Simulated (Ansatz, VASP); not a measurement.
**Two plane-wave programs on SrO**

```
CELL_PARAMETERS angstrom
0.00000 2.57989 2.57989
2.57989 0.00000 2.57989
2.57989 2.57989 0.00000
ATOMIC_POSITIONS crystal
Sr 0.00000 0.00000 0.00000
O 0.50000 0.50000 0.50000
```

Alike in both runs: task single point; functional PBEsol; k mesh 6 × 6 × 6; no spin polarisation.

```csv
,VASP,Ansatz
version,VASP 6.6.1,Ansatz 0.2.0
potentials or method,"VASP PAW PBE potentials, release 64 (Sr_sv, O)","plane waves, PAW"
plane-wave cutoff (eV),520,420
occupations,"gaussian, width 0.01 eV",fixed
valence electrons in the cell,16,16
```

|  | VASP | Ansatz | Ansatz less VASP |
| --- | --- | --- | --- |
| gap on the k mesh at the Fermi level (eV) | 3.16 | 3.21 | +0.046 |
| pressure (GPa) | -1.4 | -1.9 | -0.57 |

VASP's potentials were made for PBE, not for PBEsol.
